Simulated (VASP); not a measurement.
# C in VASP: a series of runs, part 2 of 2

VASP 6.6.1. The steps go on from the part before.

## 4. Single point, PBE+D3(BJ) (layers slid over each other, then relaxed in part)

INCAR

```
PREC     = Accurate       # precision mode
ENCUT    = 520            # plane-wave cutoff, eV
EDIFF    = 1E-6           # SCF threshold, eV
ISMEAR   = 0              # smearing method
SIGMA    = 0.1            # smearing width, eV
LREAL    = F              # projectors in reciprocal space
LASPH    = T              # aspherical terms in the spheres
NELM     = 100            # most SCF steps
ALGO     = Normal         # electronic algorithm
ISIF     = 2              # what is computed and relaxed
LWAVE    = F              # write WAVECAR
LCHARG   = F              # write CHGCAR
LDIPOL   = T            
IDIPOL   = 3            
DIPOL    = 0.5 0.5 0.358
GGA      = PE             # functional
IVDW     = 12             # dispersion correction
NBANDS   = 16             # bands
```

KPOINTS

```
regular mesh
0
Gamma
  15 15 1
```

POSCAR

```
C
1.0
    2.4656677093      0.0000000000      0.0000000000
   -1.2328338546      2.1353308736      0.0000000000
    0.0000000000      0.0000000000     17.5000661151
C
4
Direct
    0.6666666666      0.3333333333      0.2571417396
    0.3333333333      0.6666666667      0.2571401791
    1.1666666667      0.6666666667      0.4591774561
    1.5000000000      0.3333333333      0.4591775050
```

Potentials or basis: VASP PAW PBE potentials, release 64 (C).

The run is started by

```bash
$ cat potpaw_PBE.64/C/POTCAR > POTCAR
$ mpirun -np 1 vasp_std > vasp.out
```

OUTCAR:

```text
PREC = Accurate
   ENCUT = 520
   EDIFF = 1E-6
   ISMEAR = 0
   LREAL = F
   LASPH = T
   NELM = 100
   ISIF = 2
   GGA = PE
   IVDW = 12
 IVDW          = 12

 ion  position               nearest neighbor table
   1  0.667  0.333  0.257-   2 1.42   2 1.42   2 1.42
   2  0.333  0.667  0.257-   1 1.42   1 1.42   1 1.42
   3  0.167  0.667  0.459-   4 1.42   4 1.42   4 1.42
   4  0.500  0.333  0.459-   3 1.42   3 1.42   3 1.42

  LATTYP: Found a hexagonal cell.
 ALAT       =     2.4656677093
 C/A-ratio  =     7.0974957611

  Lattice vectors:

 A1 = (   2.4656677093,   0.0000000000,   0.0000000000)
 A2 = (  -1.2328338546,   2.1353308736,   0.0000000000)
 A3 = (   0.0000000000,   0.0000000000,  17.5000661151)

Analysis of symmetry for initial positions (statically):
=====================================================================
 Subroutine PRICEL returns:
 Original cell was already a primitive cell.

 Routine SETGRP: Setting up the symmetry group for a
 hexagonal supercell.

 Subroutine GETGRP returns: Found  4 space group operations
 (whereof  2 operations were pure point group operations)
 out of a pool of 24 trial point group operations.

The static configuration has the point symmetry C_1h.
 The point group associated with its full space group is C_2h.

Analysis of symmetry for dynamics (positions and initial velocities):
=====================================================================
 Subroutine PRICEL returns:
 Original cell was already a primitive cell.

 Routine SETGRP: Setting up the symmetry group for a
 hexagonal supercell.

 Subroutine GETGRP returns: Found  4 space group operations
 (whereof  2 operations were pure point group operations)
 out of a pool of 24 trial point group operations.

The dynamic configuration has the point symmetry C_1h.
 The point group associated with its full space group is C_2h.

 Subroutine INISYM returns: Found  4 space group operations
 (whereof  2 operations are pure point group operations),
 and found     1 'primitive' translations

[... 127 lines left out ...]
   LEPSILON=     F    determine dielectric tensor
   LRPA    =     F    only Hartree local field effects (RPA)
 non-spin polarized calculation
 Gauss-broadening in eV      SIGMA  =   0.10
  energy-cutoff  :      520.00
  volume of cell :       92.14
 maximum number of plane-waves:      2521
   NGX =  9   NGY =  9   NGZ = 65

 dipolmoment           0.000000      0.000000      0.000043 electrons x Angstroem

 number of electron      15.9999995 magnetization

 dipolmoment           0.000000      0.000000     -0.000107 electrons x Angstroem

 Free energy of the ion-electron system (eV)
  ---------------------------------------------------
  ext. energy  EPLUGINS =         0.00000000
  ---------------------------------------------------
  free energy    TOTEN  =       -36.87912399 eV

  energy without entropy =      -36.87911214  energy(sigma->0) =      -36.87911806

 E-fermi :  -0.8250     XC(G=0):  -4.4638

 val. band max:       -1.0415305320   @ k =   0.3333   0.3333   0.0000
 cond. band min:      -0.6093226604   @ k =   0.3333   0.3333   0.0000
 fundamental gap:      0.4322078716
 Fermi energy:        -0.8249899692

 k-point     1 :       0.0000    0.0000    0.0000
  band No.  band energies     occupation
      1     -20.3950      2.00000
      2     -20.2955      2.00000
      3      -8.8092      2.00000
      4      -8.0633      2.00000
      5      -3.8668      2.00000
      6      -3.8650      2.00000
[... 433 lines left out ...]
      3      -9.5752      2.00000
      4      -9.5365      2.00000
      5      -6.6755      2.00000
      6      -6.6588      2.00000
[... 8 lines left out ...]
     15       7.5120      0.00000
     16       8.3818      0.00000

 [... further k-points ...]

------------------------ aborting loop because EDIFF is reached ----------------------------------------

 vacuum level on the upper side and lower side of the slab       (xc-potential included)        -0.163        -0.160

 Edisp (eV)   -0.46250

 E8    (eV) :    -0.1375

  FORCE on cell =-STRESS in cart. coord.  units (eV):
  Direction    XX          YY          ZZ          XY          YZ          ZX
  --------------------------------------------------------------------------------------
  -------------------------------------------------------------------------------------
  Total       0.11294     0.10512    -0.02487     0.00000     0.00000    -0.04185
  in kB       1.96383     1.82784    -0.43249     0.00000     0.00000    -0.72771
  external pressure =        1.12 kB  Pullay stress =        0.00 kB

 VOLUME and BASIS-vectors are now :
 -----------------------------------------------------------------------------
  energy-cutoff  :      520.00
  volume of cell :       92.14
      direct lattice vectors                 reciprocal lattice vectors
     2.465667709  0.000000000  0.000000000     0.405569654  0.234155749  0.000000000
    -1.232833855  2.135330874  0.000000000     0.000000000  0.468311498  0.000000000
     0.000000000  0.000000000 17.500066115     0.000000000  0.000000000  0.057142641

 POSITION                                       TOTAL-FORCE (eV/Angst)
 -----------------------------------------------------------------------------------
      1.23283      0.71178      4.50000         0.005905      0.000371     -0.000047
     -0.00000      1.42355      4.49997         0.005905     -0.000371     -0.000047
     -0.41094      1.42355      8.03564        -0.005905     -0.000371      0.000047
      0.82189      0.71178      8.03564        -0.005905      0.000371      0.000047
 -----------------------------------------------------------------------------------
    total drift:                               -0.000001      0.000001     -0.024398

  FREE ENERGIE OF THE ION-ELECTRON SYSTEM (eV)
  ---------------------------------------------------
  free  energy   TOTEN  =       -37.3416240463 eV

  energy  without entropy=      -37.3416121952  energy(sigma->0) =      -37.34161812

 vacuum level on the upper side and lower side of the slab         3.363         3.366
```

stdout:

```text
POSCAR found type information on POSCAR C
 POSCAR found :  1 types and       4 ions
 scaLAPACK will be used
 LDA part: xc-table for (Slater+PW92), standard interpolation
 POSCAR, INCAR and KPOINTS ok, starting setup
 FFT: planning ... GRIDC
 FFT: planning ... GRID_SOFT
 FFT: planning ... GRID
 WAVECAR not read
 entering main loop
```

Wall time 86 s (1 thread of Intel Xeon 6975P-C (Granite Rapids), shared host); peak memory 0.23 GiB.

What came out:

```yaml
Free_energy: -37.3416 eV
Largest_force: 0.006 eV/Å
Dispersion_energy_per_atom: -0.116 eV
```

Forces on the atoms (eV/Å):
```
C    0.006  0.000  0.000
C    0.006  0.000  0.000
C   -0.006  0.000  0.000
C   -0.006  0.000  0.000
```

Caveat: the cell differs from its parent crystal (layers slid over each other, then relaxed in part).

## 5. Summary

```tsv
cell	largest force (eV/Å)
a = 2.466, b = 2.466, c = 17.500 Å, angles 90.0, 90.0, 120.0°, 4 atoms, atomic positions A	0.01
a = 2.466, b = 2.466, c = 17.500 Å, angles 90.0, 90.0, 120.0°, 4 atoms, atomic positions B	0.01
a = 2.466, b = 2.466, c = 17.500 Å, angles 90.0, 90.0, 120.0°, 4 atoms, atomic positions C	0.01
```

Alike in all rows: task single point; level PBE+D3(BJ); potentials or basis VASP PAW PBE potentials, release 64 (C); no spin polarisation; k mesh 15 × 15 × 1; cutoff (eV) 520; smearing gaussian 0.1 eV.

Total energies depend on the potentials used, so only differences within one code and one set of settings carry meaning.
